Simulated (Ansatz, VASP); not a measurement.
InO: VASP beside Ansatz

```xyz
4
Lattice="3.5400 0.0000 0.0000 -1.7700 3.0657 0.0000 0.0000 0.0000 16.2740" Properties=species:S:1:pos:R:3 pbc="T T T"
In    1.7700    1.0219    9.6020
In    1.7700    1.0219    6.6720
O     0.0000    0.0000   10.4132
O     0.0000    0.0000    5.8608
```

Change from the starting cell: strain +0.025 along x and y, +0.025 along z, atoms carried along.

Alike in both runs: task single point; functional PBE; k mesh 12 × 12 × 2; occupations gaussian, width 0.03 eV; no spin polarisation.

|  | VASP | Ansatz |
| --- | --- | --- |
| version | VASP 6.6.1 | Ansatz 0.2.0 |
| potentials or method | VASP PAW PBE potentials, release 64 (In_d, O), cutoff 520 eV | scalar-relativistic, plane waves, PAW |
| valence electrons in the cell | 38 | 38 |

|  | VASP | Ansatz | Ansatz less VASP |
| --- | --- | --- | --- |
| gap on the k mesh at the Fermi level (eV) | 0.29 | 0.31 | +0.013 |
| least direct gap on the mesh (eV) | 0.88 | 0.89 | +0.010 |
| rms of the force components (eV/Å) | 0.246 | 0.261 | +0.0154 |

Atom by atom the forces differ by 0.016 eV/Å (rms over components).
